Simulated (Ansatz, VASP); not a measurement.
## Ir in VASP and in Ansatz

```
CELL_PARAMETERS angstrom
0.00000 1.88971 1.88971
1.88971 0.00000 1.88971
1.88971 1.88971 0.00000
ATOMIC_POSITIONS crystal
Ir 0.00000 0.00000 0.00000
```

Alike in both runs: task single point; functional PBE0; k mesh 6 × 6 × 6; occupations fermi-dirac, width 0.05 eV; no spin polarisation.

```csv
,VASP,Ansatz
version,VASP 6.6.1,Ansatz 0.2.0
potentials or method,"VASP PAW PBE potentials, release 64 (Ir)",Ansatz PAW
plane-wave cutoff (eV),520,420
valence electrons in the cell,9,17
```

Ansatz gave:

| Quantity | Value |
| --- | --- |
| gap on the k mesh at the Fermi level (eV) | none |
| pressure (GPa) | 16.2 |

Problem. What did VASP give for the same quantities?

Solution. gap on the k mesh at the Fermi level (eV): none; pressure (GPa): 18.9.

A gap of «none» marks a metal or a gap that the smearing closes. VASP's potentials hold 9 valence electrons a cell and Ansatz's 17, so a difference there can come from the potentials and not from the codes.

The k mesh is coarse, so the values compare programs but aren't converged. Neither program's run includes spin-orbit coupling.
